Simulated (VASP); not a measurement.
InGa3As2, 6 atoms in the cell. Symmetry: P6/mmm, No. 191, hexagonal system. The conventional cell has a = 6.406 Å, b = 6.406 Å, c = 3.542 Å, α = 90.00°, β = 90.00°, γ = 120.00°. In (site symmetry 6/mmm) has 2 In at 3.54 Å and 12 Ga at 3.66 Å and 6 As at 3.70 Å within 4.7 Å. Ga (site symmetry mmm) has 4 As at 2.56 Å and 4 Ga at 3.20 Å within 3.4 Å. Within 3.4 Å of As (site symmetry -6m2) lie 6 Ga at 2.56 Å. 

- Program: VASP 6.6.1
- Task: single point
- Functional: PBE
- Potentials or basis: VASP PAW PBE potentials, release 64 (In_d, Ga_d, As)
- Cutoff: 520 eV
- k mesh: 3 × 3 × 6
- Occupations: gaussian, width 0.1 eV
- Spin: no spin polarisation
- Dipole correction: no
- Further INCAR settings: ALGO = Normal; EDIFF = 1e-06; NBANDS = 40

Potentials or basis: VASP PAW PBE potentials, release 64 (In_d, Ga_d, As).

The run is started by

```bash
$ cat potpaw_PBE.64/In_d/POTCAR potpaw_PBE.64/Ga_d/POTCAR potpaw_PBE.64/As/POTCAR > POTCAR
$ mpirun -np 1 vasp_std > vasp.out
```

Hardware: 1 thread of Intel(R) Xeon(R) Platinum 8488C (Sapphire Rapids) (shared host).

**Question.** How long does it take, and how much memory?

**Answer.** It took 35 s on 1 thread of Intel(R) Xeon(R) Platinum 8488C (Sapphire Rapids), on a shared host, peak memory 0.27 GiB. Counts: scf iterations 13, k points 12.
